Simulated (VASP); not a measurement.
Write the native input for VASP 6.6.1 that does the following.

```
Task                   : single point
Functional             : PBE
Potentials or basis    : VASP PAW PBE potentials, release 64 (Li_sv, F)
Cutoff                 : 520 eV
k mesh                 : 9 × 9 × 4
Occupations            : gaussian, width 0.01 eV
Spin                   : no spin polarisation
Dipole correction      : no
Further INCAR settings : ALGO = Normal; EDIFF = 1e-06; NBANDS = 18
```

The structure of LiF lies in POSCAR:

```
LiF
1.0
    3.1245909946      0.0000000000      0.0000000000
   -1.5622954973      2.7059751778      0.0000000000
    0.0000000000      0.0000000000      4.9040679987
Li F
2 2
Direct
    0.3333333333      0.6666666667      0.3808966878
    0.6666666667      0.3333333333      0.8808966878
    0.3333333333      0.6666666667      0.9941013122
    0.6666666667      0.3333333333      0.4941013122
```

One way to write it, as run:

INCAR

```
SYSTEM = LiF
ALGO = Normal
EDIFF = 1E-6
ENCUT = 520
GGA = PE
ISIF = 2
ISMEAR = 0
LASPH = .TRUE.
LCHARG = .TRUE.
LELF = .TRUE.
LREAL = .FALSE.
LVHAR = .TRUE.
LWAVE = .FALSE.
NBANDS = 18
NELM = 80
PREC = Accurate
SIGMA = 0.01
```

KPOINTS

```
k-points
0
G
  9 9 4
  0 0 0
```

Potentials or basis: VASP PAW PBE potentials, release 64 (Li_sv, F).

Command:

```bash
$ cat potpaw_PBE.64/Li_sv/POTCAR potpaw_PBE.64/F/POTCAR > POTCAR
$ mpirun -np 1 vasp_std > vasp.out
```

Results of the run:

```yaml
Band_gap_on_the_k_mesh: 7.59 eV
```

Caveat: an odd mesh through Γ misses points on the zone boundary, where band edges can lie.

Run time: 16 s on 1 thread of Intel(R) Xeon(R) Platinum 8488C (Sapphire Rapids), with other jobs on the host, peak memory 0.15 GiB.
